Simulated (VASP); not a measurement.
# NaF (P6_3/mmc) in VASP: notebook, part 2 of 2

VASP 6.6.1. The steps go on from the part before.

### Step 4. Single point, PBE

This run uses another cell than the first one, of 13.05 Å³/atom.

File INCAR:

```
PREC = Accurate
ENCUT = 520
EDIFF = 1E-6
ISMEAR = 0
SIGMA = 0.01
LREAL = False
LASPH = True
NELM = 100
ALGO = Normal
ISIF = 2
LWAVE = False
LCHARG = False
GGA = PE
NBANDS = 22
```

File KPOINTS:

```
regular mesh
0
Gamma
  9 9 4
```

File POSCAR:

```
NaF
1.0
    3.2535955111      0.0000000000      0.0000000000
   -1.6267977555      2.8176963663      0.0000000000
    0.0000000000      0.0000000000      5.6925709909
Na F
2 2
Direct
    0.0000000000      0.0000000000      0.0000000000
    0.0000000000      0.0000000000      0.5000000000
    0.3333333333      0.6666666667      0.2500000000
    0.6666666667      0.3333333333      0.7500000000
```

Potentials or basis: VASP PAW PBE potentials, release 64 (Na_pv, F).

On the command line:

```bash
$ cat potpaw_PBE.64/Na_pv/POTCAR potpaw_PBE.64/F/POTCAR > POTCAR
$ mpirun -np 1 vasp_std > vasp.out
```

OUTCAR:

```text
PREC = Accurate
   ENCUT = 520
   EDIFF = 1E-6
   ISMEAR = 0
   LREAL = False
   LASPH = True
   NELM = 100
   ISIF = 2
   GGA = PE

 ion  position               nearest neighbor table
   1  0.000  0.000  0.000-
   2  0.000  0.000  0.500-
   3  0.333  0.667  0.250-
   4  0.667  0.333  0.750-

  LATTYP: Found a hexagonal cell.
 ALAT       =     3.2535955111
 C/A-ratio  =     1.7496246757

  Lattice vectors:

 A1 = (   3.2535955111,   0.0000000000,   0.0000000000)
 A2 = (  -1.6267977555,   2.8176963663,   0.0000000000)
 A3 = (   0.0000000000,   0.0000000000,   5.6925709909)

Analysis of symmetry for initial positions (statically):
=====================================================================
 Subroutine PRICEL returns:
 Original cell was already a primitive cell.

 Routine SETGRP: Setting up the symmetry group for a
 hexagonal supercell.

 Subroutine GETGRP returns: Found 24 space group operations
 (whereof 12 operations were pure point group operations)
 out of a pool of 24 trial point group operations.

The static configuration has the point symmetry D_3d.
 The point group associated with its full space group is D_6h.

Analysis of symmetry for dynamics (positions and initial velocities):
=====================================================================
 Subroutine PRICEL returns:
 Original cell was already a primitive cell.

 Routine SETGRP: Setting up the symmetry group for a
 hexagonal supercell.

 Subroutine GETGRP returns: Found 24 space group operations
 (whereof 12 operations were pure point group operations)
 out of a pool of 24 trial point group operations.

The dynamic configuration has the point symmetry D_3d.
 The point group associated with its full space group is D_6h.

 Subroutine INISYM returns: Found 24 space group operations
 (whereof 12 operations are pure point group operations),
 and found     1 'primitive' translations

----------------------------------------------------------------------------------------

                                     Primitive cell

  volume of cell :      52.1875

  direct lattice vectors                    reciprocal lattice vectors
     3.253595511  0.000000000  0.000000000     0.307352280  0.177449922  0.000000000
    -1.626797755  2.817696366  0.000000000     0.000000000  0.354899844  0.000000000
     0.000000000  0.000000000  5.692570991     0.000000000  0.000000000  0.175667550

  length of vectors
     3.253595511  3.253595511  5.692570991     0.354899844  0.354899844  0.175667550

  position of ions in fractional coordinates (direct lattice)
     0.000000000  0.000000000  0.000000000
     0.000000000  0.000000000  0.500000000
     0.333333333  0.666666667  0.250000000
     0.666666667  0.333333333  0.750000000

  ion indices of the primitive-cell ions
   primitive index   ion index
                 1           1
                 2           2
                 3           3
                 4           4

----------------------------------------------------------------------------------------

 KPOINTS: regular mesh

Automatic generation of k-mesh.
 Grid dimensions read from file:
 generate k-points for:    9    9    4

 Generating k-lattice:

  Cartesian coordinates                     Fractional coordinates (reciprocal lattice)
     0.034150253  0.019716658  0.000000000     0.111111111 -0.000000000  0.000000000
     0.000000000  0.039433316  0.000000000     0.000000000  0.111111111  0.000000000
     0.000000000  0.000000000  0.043916888     0.000000000  0.000000000  0.250000000

  Length of vectors
     0.039433316  0.039433316  0.043916888

  Shift w.r.t. Gamma in fractional coordinates (k-lattice)
     0.000000000  0.000000000  0.000000000

 Subroutine IBZKPT returns following result:
 ===========================================

 Found     36 irreducible k-points:

 Following reciprocal coordinates:
            Coordinates               Weight
  0.000000  0.000000  0.000000      1.000000
  0.111111  0.000000  0.000000      6.000000
  0.222222  0.000000  0.000000      6.000000
  0.333333 -0.000000  0.000000      6.000000
  0.444444  0.000000  0.000000      6.000000
  0.111111  0.111111  0.000000      6.000000
[... 16 lines left out ...]
  0.333333  0.222222  0.250000     24.000000
  0.333333  0.333333  0.250000      4.000000
 [... further k-points ...]
   k-points           NKPTS =     36   k-points in BZ     NKDIM =     36   number of bands    NBANDS=     22
   number of dos      NEDOS =    301   number of ions     NIONS =      4
   total plane-waves  NPLWV =  24192
   dimension x,y,z NGX =    24 NGY =   24 NGZ =   42
   dimension x,y,z NGXF=    48 NGYF=   48 NGZF=   84
   ions per type =               2   2
   NGX,Y,Z   is equivalent  to a cutoff of  12.26, 12.26, 12.27 a.u.
   NGXF,Y,Z  is equivalent  to a cutoff of  24.53, 24.53, 24.53 a.u.
 SYSTEM =  unknown system
   PREC   = accura    normal or accurate (medium, high low for compatibility)
   ISTART =      0    job   : 0-new  1-cont  2-samecut
   ICHARG =      2    charge: 1-file 2-atom 10-const
   ISPIN  =      1    spin polarized calculation?
   LNONCOLLINEAR =      F non collinear calculations
   LSORBIT =      F    spin-orbit coupling
   LASPH  =      T    aspherical Exc in radial PAW
   ENCUT  =  520.0 eV  38.22 Ry    6.18 a.u.   6.05  6.05 10.58*2*pi/ulx,y,z
   NELM   =    100;   NELMIN=  2; NELMDL= -5     # of ELM steps
   EDIFF  = 0.1E-05   stopping-criterion for ELM
   LREAL  =      F    real-space projection
   EDIFFG = 0.1E-04   stopping-criterion for IOM
   NSW    =      0    number of steps for IOM
   IBRION =     -1    ionic relax: 0-MD 1-quasi-New 2-CG
   NFREE  =      0    steps in history (QN), initial steepest desc. (CG)
   ISIF   =      2    stress and relaxation
   ISYM   =      2    0-nonsym 1-usesym 2-fastsym
   POTIM  = 0.5000    time-step for ionic-motion
   TEBEG  =    0.0;   TEEND  =   0.0 temperature during run
   PSTRESS=    0.0 pullay stress
   NELECT =      28.0000    total number of electrons
   NUPDOWN=      -1.0000    fix difference up-down
   EMIN   =  10.00;   EMAX   =-10.00  energy-range for DOS
   EFERMI =   0.00;   METHOD = LEGACY
   ISMEAR =     0;   SIGMA  =   0.01  broadening in eV -4-tet -1-fermi 0-gaus
   EFERMI_NEDOS =   21; number of points for ismear=-14 and -15
   IALGO  =     38    algorithm
   IMIX   =      4    mixing-type and parameters
     AMIX     =   0.40;   BMIX     =  1.00
     AMIX_MAG =   1.60;   BMIX_MAG =  1.00
  volume/ion in A,a.u.               =      13.05        88.04
  Fermi-wavevector in a.u.,A,eV,Ry     =   1.330267  2.513840 24.077005  1.769610
  Thomas-Fermi vector in A             =   2.459367
   LORBIT       =      0    0 simple, 1 ext, 2 COOP (PROOUT), +10 PAW based schemes
   GGA     = PE    functional components
   LHFCALC =     F    Hartree Fock is set to
   AEXX    =    0.0000 exact exchange contribution
   IVDW    =     0    specifies the selected vdW correction
   LEPSILON=     F    determine dielectric tensor
   LRPA    =     F    only Hartree local field effects (RPA)
 non-spin polarized calculation
 Gauss-broadening in eV      SIGMA  =   0.01
  energy-cutoff  :      520.00
  volume of cell :       52.19
 maximum number of plane-waves:      1428
   NGX = 13   NGY = 13   NGZ = 21

 number of electron      27.9999984 magnetization

 Free energy of the ion-electron system (eV)
  ---------------------------------------------------
  ext. energy  EPLUGINS =         0.00000000
  ---------------------------------------------------
  free energy    TOTEN  =       -16.96337046 eV

  energy without entropy =      -16.96337046  energy(sigma->0) =      -16.96337046

 E-fermi :  -2.0282     XC(G=0):  -8.9262

 val. band max:       -2.1956875416   @ k =   0.0000   0.0000   0.0000
 cond. band min:       3.7808470009   @ k =   0.0000   0.0000   0.0000
 fundamental gap:      5.9765345425
 Fermi energy:        -2.0281904557

 k-point     1 :       0.0000    0.0000    0.0000
  band No.  band energies     occupation
      1     -22.2226      2.00000
      2     -21.5257      2.00000
      3     -21.5257      2.00000
      4     -21.4978      2.00000
      5     -21.4978      2.00000
      6     -21.4731      2.00000
[... 574 lines left out ...]
      6     -21.4903      2.00000
[... 14 lines left out ...]
     21      15.2138      0.00000
     22      16.9806      0.00000

 [... further k-points ...]

------------------------ aborting loop because EDIFF is reached ----------------------------------------

  FORCE on cell =-STRESS in cart. coord.  units (eV):
  Direction    XX          YY          ZZ          XY          YZ          ZX
  --------------------------------------------------------------------------------------
  -------------------------------------------------------------------------------------
  Total       -0.0429617     -0.0429617     -0.0260640     -0.0000000      0.0000000      0.0000000
  in kB       -1.3189410     -1.3189410     -0.8001774     -0.0000000      0.0000000      0.0000000
  external PRESSURE =      -1.1460198 kB  Pullay stress =       0.0000000 kB

 VOLUME and BASIS-vectors are now :
 -----------------------------------------------------------------------------
  energy-cutoff  :      520.00
  volume of cell :       52.19
      direct lattice vectors                 reciprocal lattice vectors
     3.253595511  0.000000000  0.000000000     0.307352280  0.177449922  0.000000000
    -1.626797755  2.817696366  0.000000000     0.000000000  0.354899844  0.000000000
     0.000000000  0.000000000  5.692570991     0.000000000  0.000000000  0.175667550

 POSITION                                       TOTAL-FORCE (eV/Angst)
 -----------------------------------------------------------------------------------
      0.00000      0.00000      0.00000         0.000000      0.000000      0.000000
      0.00000      0.00000      2.84629         0.000000      0.000000      0.000000
     -0.00000      1.87846      1.42314         0.000000      0.000000      0.000000
      1.62680      0.93923      4.26943        -0.000000     -0.000000     -0.000000
 -----------------------------------------------------------------------------------
    total drift:                               -0.000000      0.000000     -0.000000

  FREE ENERGIE OF THE ION-ELECTRON SYSTEM (eV)
  ---------------------------------------------------
  free  energy   TOTEN  =       -16.9633704551 eV

  energy  without entropy=      -16.9633704551  energy(sigma->0) =      -16.96337046
```

OSZICAR:

```text
N       E                     dE             d eps       ncg     rms          rms(c)
DAV:   1     0.310202143076E+03    0.31020E+03   -0.15103E+04  1616   0.158E+03
DAV:   2     0.869027878941E+01   -0.30151E+03   -0.28254E+03  1668   0.456E+02
DAV:   3    -0.182633302512E+02   -0.26954E+02   -0.26790E+02  1878   0.133E+02
DAV:   4    -0.187828506573E+02   -0.51952E+00   -0.51935E+00  1836   0.202E+01
DAV:   5    -0.187918423184E+02   -0.89917E-02   -0.89914E-02  1848   0.256E+00    0.767E+00
DAV:   6    -0.169836894995E+02    0.18082E+01   -0.75692E+00  2186   0.186E+01    0.264E+00
DAV:   7    -0.169616120804E+02    0.22077E-01   -0.80068E-02  1668   0.276E+00    0.155E+00
DAV:   8    -0.169614103500E+02    0.20173E-03   -0.60153E-02  1752   0.484E+00    0.194E-01
DAV:   9    -0.169633840948E+02   -0.19737E-02   -0.12569E-02  1908   0.813E-01    0.156E-01
DAV:  10    -0.169633768959E+02    0.71989E-05   -0.14841E-03  1932   0.362E-01    0.198E-02
DAV:  11    -0.169633698366E+02    0.70594E-05   -0.59175E-05  1884   0.133E-01    0.749E-03
DAV:  12    -0.169633704551E+02   -0.61849E-06   -0.43015E-06  1668   0.272E-02
   1 F= -.16963370E+02 E0= -.16963370E+02  d E =-.496410-126
```

Wall time 55 s (1 thread of AMD EPYC 7R13, shared host); peak memory 0.14 GiB.

What came out:

| Quantity | Value |
| --- | --- |
| Free energy | -16.9634 eV |
| Pressure | -0.1 GPa |
| Band gap on the k mesh | 5.98 eV |

A k mesh can miss the band edges.

### Step 5. Single point, PBE (13.44 Å³/atom)

This run uses another cell than the first one, of 13.44 Å³/atom.

File INCAR:

```
SYSTEM = NaF
ALGO = Normal
EDIFF = 1E-6
ENCUT = 520
GGA = PE
ISIF = 2
ISMEAR = 0
LASPH = .TRUE.
LCHARG = .TRUE.
LELF = .TRUE.
LREAL = .FALSE.
LVHAR = .TRUE.
LWAVE = .FALSE.
NBANDS = 22
NELM = 100
PREC = Accurate
SIGMA = 0.01
```

File KPOINTS:

```
k-points
0
G
  9 9 4
  0 0 0
```

File POSCAR:

```
NaF
1.0
    3.2858114232      0.0000000000      0.0000000000
   -1.6429057116      2.8455961645      0.0000000000
    0.0000000000      0.0000000000      5.7489367457
Na F
2 2
Direct
    0.0000000000      0.0000000000      0.0000000000
    0.0000000000      0.0000000000      0.5000000000
    0.3333333333      0.6666666667      0.2500000000
    0.6666666667      0.3333333333      0.7500000000
```

Potentials or basis: VASP PAW PBE potentials, release 64 (Na_pv, F).

On the command line:

```bash
$ cat potpaw_PBE.64/Na_pv/POTCAR potpaw_PBE.64/F/POTCAR > POTCAR
$ mpirun -np 1 vasp_std > vasp.out
```

OUTCAR:

```text
SYSTEM = NaF
   EDIFF = 1E-6
   ENCUT = 520
   GGA = PE
   ISIF = 2
   ISMEAR = 0
   LASPH = .TRUE.
   LREAL = .FALSE.
   NELM = 100
   PREC = Accurate

 ion  position               nearest neighbor table
   1  0.000  0.000  0.000-
   2  0.000  0.000  0.500-
   3  0.333  0.667  0.250-
   4  0.667  0.333  0.750-

  LATTYP: Found a hexagonal cell.
 ALAT       =     3.2858114232
 C/A-ratio  =     1.7496246757

  Lattice vectors:

 A1 = (   3.2858114232,   0.0000000000,   0.0000000000)
 A2 = (  -1.6429057116,   2.8455961645,   0.0000000000)
 A3 = (   0.0000000000,   0.0000000000,   5.7489367457)

Analysis of symmetry for initial positions (statically):
=====================================================================
 Subroutine PRICEL returns:
 Original cell was already a primitive cell.

 Routine SETGRP: Setting up the symmetry group for a
 hexagonal supercell.

 Subroutine GETGRP returns: Found 24 space group operations
 (whereof 12 operations were pure point group operations)
 out of a pool of 24 trial point group operations.

The static configuration has the point symmetry D_3d.
 The point group associated with its full space group is D_6h.

Analysis of symmetry for dynamics (positions and initial velocities):
=====================================================================
 Subroutine PRICEL returns:
 Original cell was already a primitive cell.

 Routine SETGRP: Setting up the symmetry group for a
 hexagonal supercell.

 Subroutine GETGRP returns: Found 24 space group operations
 (whereof 12 operations were pure point group operations)
 out of a pool of 24 trial point group operations.

The dynamic configuration has the point symmetry D_3d.
 The point group associated with its full space group is D_6h.

 Subroutine INISYM returns: Found 24 space group operations
 (whereof 12 operations are pure point group operations),
 and found     1 'primitive' translations

[... 114 lines left out ...]
   EFERMI_NEDOS =   21; number of points for ismear=-14 and -15
   IALGO  =     38    algorithm
   IMIX   =      4    mixing-type and parameters
     AMIX     =   0.40;   BMIX     =  1.00
     AMIX_MAG =   1.60;   BMIX_MAG =  1.00
  volume/ion in A,a.u.               =      13.44        90.69
  Fermi-wavevector in a.u.,A,eV,Ry     =   1.317224  2.489193 23.607191  1.735080
  Thomas-Fermi vector in A             =   2.447280
   LORBIT       =      0    0 simple, 1 ext, 2 COOP (PROOUT), +10 PAW based schemes
   GGA     = PE    functional components
   LHFCALC =     F    Hartree Fock is set to
   AEXX    =    0.0000 exact exchange contribution
   IVDW    =     0    specifies the selected vdW correction
   LEPSILON=     F    determine dielectric tensor
   LRPA    =     F    only Hartree local field effects (RPA)
 non-spin polarized calculation
 Gauss-broadening in eV      SIGMA  =   0.01
  energy-cutoff  :      520.00
  volume of cell :       53.75
 maximum number of plane-waves:      1464
   NGX = 13   NGY = 13   NGZ = 21

 number of electron      28.0000000 magnetization

 Free energy of the ion-electron system (eV)
  ---------------------------------------------------
  ext. energy  EPLUGINS =         0.00000000
  ---------------------------------------------------
  free energy    TOTEN  =       -16.95851156 eV

  energy without entropy =      -16.95851156  energy(sigma->0) =      -16.95851156

 E-fermi :  -2.2511     XC(G=0):  -8.7893

 val. band max:       -2.3143260013   @ k =   0.0000   0.0000   0.0000
 cond. band min:       3.5153536412   @ k =   0.0000   0.0000   0.0000
 fundamental gap:      5.8296796425
 Fermi energy:        -2.2510684185

 k-point     1 :       0.0000    0.0000    0.0000
  band No.  band energies     occupation
      1     -22.3353      2.00000
      2     -21.7319      2.00000
      3     -21.7319      2.00000
      4     -21.7066      2.00000
      5     -21.7066      2.00000
      6     -21.6832      2.00000
[... 589 lines left out ...]
     21      14.7761      0.00000
     22      16.5332      0.00000

 [... further k-points ...]

------------------------ aborting loop because EDIFF is reached ----------------------------------------

  FORCE on cell =-STRESS in cart. coord.  units (eV):
  Direction    XX          YY          ZZ          XY          YZ          ZX
  --------------------------------------------------------------------------------------
  -------------------------------------------------------------------------------------
  Total       -0.4439529     -0.4439529     -0.4744535      0.0000000     -0.0000000      0.0000000
  in kB      -13.2325668    -13.2325668    -14.1416738      0.0000000     -0.0000000      0.0000000
  external PRESSURE =     -13.5356025 kB  Pullay stress =       0.0000000 kB

 VOLUME and BASIS-vectors are now :
 -----------------------------------------------------------------------------
  energy-cutoff  :      520.00
  volume of cell :       53.75
      direct lattice vectors                 reciprocal lattice vectors
     3.285811423  0.000000000  0.000000000     0.304338829  0.175710105  0.000000000
    -1.642905712  2.845596164  0.000000000     0.000000000  0.351420209  0.000000000
     0.000000000  0.000000000  5.748936746     0.000000000  0.000000000  0.173945208

 POSITION                                       TOTAL-FORCE (eV/Angst)
 -----------------------------------------------------------------------------------
      0.00000      0.00000      0.00000         0.000000      0.000000      0.000000
      0.00000      0.00000      2.87447         0.000000      0.000000      0.000000
     -0.00000      1.89706      1.43723         0.000000      0.000000      0.000000
      1.64291      0.94853      4.31170        -0.000000      0.000000     -0.000000
 -----------------------------------------------------------------------------------
    total drift:                               -0.000000      0.000000     -0.000000

  FREE ENERGIE OF THE ION-ELECTRON SYSTEM (eV)
  ---------------------------------------------------
  free  energy   TOTEN  =       -16.9585115594 eV

  energy  without entropy=      -16.9585115594  energy(sigma->0) =      -16.95851156
```

stdout:

```text
POSCAR found type information on POSCAR NaF
 POSCAR found :  2 types and       4 ions
 scaLAPACK will be used
 LDA part: xc-table for (Slater+PW92), standard interpolation
 POSCAR, INCAR and KPOINTS ok, starting setup
 FFT: planning ... GRIDC
 FFT: planning ... GRID_SOFT
 FFT: planning ... GRID
 WAVECAR not read
 entering main loop
```

It took 60 s on 1 thread of AMD EPYC 7R13, shared host; peak memory 0.15 GiB.

Results:

```
Free energy            : -16.9585 eV
Pressure               : -1.4 GPa
Band gap on the k mesh : 5.83 eV
```

Stress tensor (GPa, compression positive):
```
-1.32  0.00  0.00
 0.00 -1.32  0.00
 0.00  0.00 -1.41
```

Levels at points of the mesh, in eV from the valence-band top:
```
           k point  band 12  band 13  band 14  band 15  band 16  band 17
(0.00, 0.00, 0.00)    -0.17     0.00     0.00     5.83    10.22    11.26
(0.00, 0.00, 0.50)    -0.09    -0.09    -0.09     7.51     7.51    14.17
```

### Step 6. The runs side by side

| cell | gap on the mesh (eV) | pressure (GPa) |
| --- | --- | --- |
| a = 3.187, b = 3.187, c = 5.576 Å, angles 90.0, 90.0, 120.0°, 4 atoms | 6.30 | 3.1 |
| a = 3.221, b = 3.221, c = 5.635 Å, angles 90.0, 90.0, 120.0°, 4 atoms | 6.13 | 1.3 |
| a = 3.254, b = 3.254, c = 5.693 Å, angles 90.0, 90.0, 120.0°, 4 atoms | 5.98 | -0.1 |
| a = 3.286, b = 3.286, c = 5.749 Å, angles 90.0, 90.0, 120.0°, 4 atoms | 5.83 | -1.4 |

Alike in all rows: task single point; level PBE; potentials or basis VASP PAW PBE potentials, release 64 (Na_pv, F); no spin polarisation; k mesh 9 × 9 × 4; cutoff (eV) 520; smearing gaussian 0.01 eV.

Caveats: the cell stands under pressure (at least some runs).

Total energies depend on the potentials used, so only differences within one code and one set of settings carry meaning.
